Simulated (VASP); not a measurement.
Here is a VASP 6.6.1 calculation.

INCAR

```
SYSTEM = KBr
PREC = Accurate
ENCUT = 520
EDIFF = 1E-7
ISMEAR = 0
SIGMA = 0.05
LREAL = .FALSE.
LASPH = .TRUE.
NELM = 80
ALGO = Normal
ISIF = 2
LWAVE = .FALSE.
LCHARG = .TRUE.
GGA = PE
LELF = .TRUE.
LVHAR = .TRUE.
NBANDS = 15
```

File KPOINTS:

```
regular mesh
0
G
  10 10 10
  0 0 0
```

Contents of POSCAR:

```
KBr
1.0
    0.0000000000      3.3526733426      3.3526733426
    3.3526733426      0.0000000000      3.3526733426
    3.3526733426      3.3526733426      0.0000000000
K Br
1 1
Direct
    0.0000000000      0.0000000000      0.0000000000
    0.5000000000      0.5000000000      0.5000000000
```

Potentials or basis: VASP PAW PBE potentials, release 64 (K_sv, Br).

Run with:

```console
$ cat potpaw_PBE.64/K_sv/POTCAR potpaw_PBE.64/Br/POTCAR > POTCAR
$ mpirun -np 1 vasp_std > vasp.out
```

What does it give for the pressure?

0.0 GPa.

Predict the band gap on the k mesh.

4.31 eV.

A k mesh can miss the band edges. As with any semilocal functional, this PBE gap is likely too small.
